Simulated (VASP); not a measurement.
A run of VASP 6.6.1 is set up as follows.

Contents of INCAR:

```
PREC = Accurate
ENCUT = 520
EDIFF = 1E-6
ISMEAR = 0
SIGMA = 0.15
LREAL = False
LASPH = True
NELM = 60
ALGO = Normal
ISIF = 2
LWAVE = False
LCHARG = False
GGA = PS
NBANDS = 21
```

Contents of KPOINTS:

```
Automatic mesh
0
Gamma
  14 14 14
```

Contents of POSCAR:

```
Ge
1.0
    0.0000000000      2.7439069000      2.8287700000
    2.8287700000      0.0000000000      2.8287700000
    2.8287700000      2.7439069000      0.0000000000
Ge
2
Direct
    0.5000000000      0.5000000000      0.5000000000
    0.7500000000      0.7500000000      0.7500000000
```

Potentials or basis: VASP PAW PBE potentials, release 64 (Ge_d).

The run is started by

```console
$ cat potpaw_PBE.64/Ge_d/POTCAR > POTCAR
$ mpirun -np 1 vasp_std > vasp.out
```

Task: What does it give for the pressure?

Result: 2.9 GPa.

Stress tensor (GPa, compression positive):
```
2.18 0.00 0.00
0.00 4.27 0.00
0.00 0.00 2.18
```

Caveat: the cell differs from its parent crystal (strain -0.0300 x Voigt [0, 1, 0, 0, 0, 0]); the PAW data sets were made with another functional, which shifts forces and pressure a little.
